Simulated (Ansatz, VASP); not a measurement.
## Te: VASP beside Ansatz

```xyz
2
Lattice="0.0000 3.6271 3.6271 3.6271 0.0000 3.6271 3.6271 3.6271 0.0000" Properties=species:S:1:pos:R:3 pbc="T T T"
Te    0.9068    0.9068    0.9068
Te    6.3474    6.3474    6.3474
```

Alike in both runs: functional revPBE; k mesh 8 × 8 × 8; occupations fermi-dirac, width 0.1 eV; no spin polarisation.

Ansatz relaxed the structure, and its values are those at the end. VASP's run is a single point on that final structure, the one shown.

```csv
,VASP,Ansatz
version,VASP 6.6.1,Ansatz 0.2.0
potentials or method,"VASP PAW PBE potentials, release 64 (Te), cutoff 520 eV","plane waves (420 eV) with PAW, scalar-relativistic"
valence electrons in the cell,12,32
```

|  | VASP | Ansatz | Ansatz less VASP |
| --- | --- | --- | --- |
| pressure (GPa) | 0.0 | 0.0 | +0.03 |

VASP's potentials were made for PBE, not for revPBE. The functional is the same, so the differences come from potentials, cutoffs and numerics. VASP's potentials hold 12 valence electrons a cell and Ansatz's 32, so a difference there can come from the potentials and not from the codes.

Spin-orbit coupling is off throughout.
